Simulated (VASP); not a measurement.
# Ba: single point with PBE

Crystal: Ba.

```
CELL_PARAMETERS angstrom
-2.43750 2.43750 2.37500
2.43750 -2.43750 2.37500
2.43750 2.43750 -2.37500
ATOMIC_POSITIONS crystal
Ba 0.00000 0.00000 0.00000
```

This cell differs from its parent crystal: strain -0.025 along x and y, -0.050 along z.

* Program: VASP 6.6.1
* Task: single point
* Functional: PBE
* Potentials or basis: VASP PAW PBE potentials, release 64 (Ba_sv)
* Cutoff: 520 eV
* k mesh: 14 × 14 × 14
* Occupations: gaussian, width 0.15 eV
* Spin: no spin polarisation

| Property | Result |
| --- | --- |
| Pressure | 1.3 GPa |
| Band gap on the k mesh | zero (band 5 reaches 2.57 eV, above the bottom of band 6 at 1.34 eV) |

Stress tensor (GPa, compression positive):
```
1.22 0.00 0.00
0.00 1.22 0.00
0.00 0.00 1.39
```

Levels at points of the mesh, in eV from the Fermi level:
| k point | band 2 | band 3 | band 4 | band 5 | band 6 | band 7 | band 8 | band 9 |
| --- | --- | --- | --- | --- | --- | --- | --- | --- |
| (0.00, 0.00, 0.00) | -13.58 | -13.58 | -13.58 | -2.79 | 1.84 | 2.02 | 2.02 | 3.38 |
| (0.50, 0.00, 0.00) | -14.23 | -13.79 | -13.59 | -0.96 | 0.62 | 1.66 | 3.59 | 4.24 |
| (0.50, 0.50, 0.00) | -14.23 | -13.77 | -13.58 | -0.96 | 0.80 | 1.56 | 3.37 | 4.08 |
| (0.50, 0.50, 0.50) | -14.03 | -14.03 | -14.00 | -0.73 | -0.68 | 4.84 | 4.84 | 5.14 |

Run time: 38 s on 1 thread of Intel(R) Xeon(R) 6975P-C (Granite Rapids), with other jobs on the host, peak memory 0.28 GiB.

Caveat: the cell differs from its parent crystal (strain -0.025 along x and y, -0.050 along z); spin-orbit coupling is left out, which moves the levels of the heavy elements.
